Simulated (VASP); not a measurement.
Set up this calculation in VASP 6.6.1, as the native input.

```
Task                   : single point
Functional             : PBEsol
Potentials or basis    : VASP PAW PBE potentials, release 64 (W_sv, S)
Cutoff                 : 500 eV
k mesh                 : 6 × 6 × 1
Occupations            : gaussian, width 0.05 eV
Spin                   : no spin polarisation
Dipole correction      : no
Further INCAR settings : ALGO = Normal; EDIFF = 1e-06; NBANDS = 20
```

The structure of WS2 lies in POSCAR:

```
WS2
1.0
    3.1835163552      0.0000000000      0.0000000000
   -1.5917581776      2.7570060369      0.0000000000
    0.0000000000      0.0000000000     17.4590952267
W S
1 2
Direct
    0.3333333333      0.6666666667      0.0000000000
    0.6666666667      0.3333333333      0.9079994900
    0.6666666667      0.3333333333      0.0920005100
```

This cell differs from its parent crystal: strain +0.0300 x Voigt [0, 0, 1, 0, 0, 0].

One way to write it, as run:

INCAR

```
ALGO = Normal ; EDIFF = 1E-6
ENCUT = 500 ; GGA = PS
GGA_COMPAT = F ; ISIF = 2
ISMEAR = 0 ; LASPH = T
LCHARG = F ; LREAL = F
LWAVE = F ; NBANDS = 20
NELM = 120 ; PREC = Accurate
SIGMA = 0.05
```

KPOINTS

```
k-points
0
Gamma
  6 6 1
```

Potentials or basis: VASP PAW PBE potentials, release 64 (W_sv, S).

Run with:

```bash
$ cat potpaw_PBE.64/W_sv/POTCAR potpaw_PBE.64/S/POTCAR > POTCAR
$ mpirun -np 1 vasp_std > vasp.out
```

It gave:

The largest force is 0.978 eV/Å and the band gap on the k mesh is 1.88 eV (least direct gap 1.90 eV).

Caveat: the cell differs from its parent crystal (strain +0.0300 x Voigt [0, 0, 1, 0, 0, 0]); the PAW data sets were made with another functional, which shifts forces and pressure a little; spin-orbit coupling is left out, which moves the levels of the heavy elements.

Run time: 19 s on 1 thread of Intel(R) Xeon(R) 6975P-C (Granite Rapids) (shared host), peak memory 0.24 GiB.
